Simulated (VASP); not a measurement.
Set up this calculation in VASP 6.6.1, as the native input.

```yaml
Task: single point
Functional: PBE
Dispersion: D3(BJ)
Potentials_or_basis: VASP PAW PBE potentials, release 64 (Zn, O)
Cutoff: 520 eV
k_mesh: 12 × 12 × 12
Occupations: gaussian, width 0.02 eV
Spin: no spin polarisation
Dipole_correction: no
Further_INCAR_settings: ALGO = Normal; EDIFF = 1e-06; NBANDS = 16
```

The structure of ZnO lies in POSCAR:

```
ZnO
1.0
    0.0000000000      2.0978634485      2.0978634485
    2.0978634485      0.0000000000      2.0978634485
    2.0978634485      2.0978634485      0.0000000000
Zn O
1 1
Direct
    0.0000000000      0.0000000000      0.0000000000
    0.5000000000      0.5000000000      0.5000000000
```

These files were run (other wordings do the same):

INCAR

```
SYSTEM = ZnO
ALGO = Normal
EDIFF = 1E-6
ENCUT = 520
GGA = PE
ISIF = 2
ISMEAR = 0
IVDW = 12
LASPH = .True.
LCHARG = .False.
LREAL = .False.
LWAVE = .False.
NBANDS = 16
NELM = 80
PREC = Accurate
SIGMA = 0.02
```

KPOINTS

```
k-points
0
Gamma
  12 12 12
  0 0 0
```

Potentials or basis: VASP PAW PBE potentials, release 64 (Zn, O).

Launch:

```sh
$ cat potpaw_PBE.64/Zn/POTCAR potpaw_PBE.64/O/POTCAR > POTCAR
$ mpirun -np 1 vasp_std > vasp.out
```

It gave:

```yaml
Pressure: 15.7 GPa
Band_gap_on_the_k_mesh: 1.16 eV, indirect (least direct gap 2.76 eV)
Dispersion_energy_per_atom: -0.289 eV
```

It took 6.8 s on 1 thread of Intel(R) Xeon(R) 6975P-C (Granite Rapids), with other jobs on the host, peak memory 0.16 GiB.
